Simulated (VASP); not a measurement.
Set up this calculation in VASP 6.6.1, as the native input.

* Task: single point
* Functional: r2SCAN
* Potentials or basis: VASP PAW PBE potentials, release 64 (Cd, Te)
* Cutoff: 520 eV
* k mesh: 8 × 8 × 8
* Occupations: gaussian, width 0.02 eV
* Spin: no spin polarisation
* Dipole correction: no
* Further INCAR settings: ALGO = Normal; EDIFF = 1e-06; NBANDS = 16

Crystal: CdTe.

```
Cd Te
1.0
     0.00000    3.34219    3.34219
     3.34219    0.00000    3.34219
     3.34219    3.34219    0.00000
Cd Te
1 1
Direct
  0.00000 0.00000 0.00000
  0.25000 0.25000 0.25000
```

This cell differs from its parent crystal: volume scaled by 1.06.

The input as run:

POSCAR

```
CdTe
1.0
    0.0000000000      3.3421856524      3.3421856524
    3.3421856524      0.0000000000      3.3421856524
    3.3421856524      3.3421856524      0.0000000000
Cd Te
1 1
Direct
    0.0000000000      0.0000000000      0.0000000000
    0.2500000000      0.2500000000      0.2500000000
```

INCAR.step1

```
SYSTEM = CdTe
ALGO = Normal
EDIFF = 1E-4
ENCUT = 520
GGA = PE
ISMEAR = 0
LASPH = .True.
LCHARG = .False.
LREAL = .False.
LWAVE = .True.
NBANDS = 16
NELM = 60
PREC = Accurate
SIGMA = 0.02
```

INCAR.step2

```
SYSTEM = CdTe
ALGO = Normal
EDIFF = 1E-6
ENCUT = 520
ISIF = 2
ISMEAR = 0
ISTART = 1
LASPH = .True.
LCHARG = .False.
LMIXTAU = .True.
LREAL = .False.
LWAVE = .False.
METAGGA = R2SCAN
NBANDS = 16
NELM = 60
PREC = Accurate
SIGMA = 0.02
```

KPOINTS

```
k-points
0
Gamma
  8 8 8
  0 0 0
```

Potentials or basis: VASP PAW PBE potentials, release 64 (Cd, Te).

Command:

```bash
$ cat potpaw_PBE.64/Cd/POTCAR potpaw_PBE.64/Te/POTCAR > POTCAR
$ cp INCAR.step1 INCAR
$ mpirun -np 1 vasp_std > vasp.out
$ cp INCAR.step2 INCAR
$ mpirun -np 1 vasp_std > vasp.out
```

It gave:

```
Pressure               : -1.9 GPa
Band gap on the k mesh : 0.97 eV, direct
```

Caveat: the PAW data sets were made with another functional, which shifts forces and pressure a little; spin-orbit coupling is left out, which moves the levels of the heavy elements.

Wall time 2 min on 1 thread of Intel(R) Xeon(R) Platinum 8375C CPU @ 2.90GHz (Ice Lake), on a shared host, peak memory 0.23 GiB.
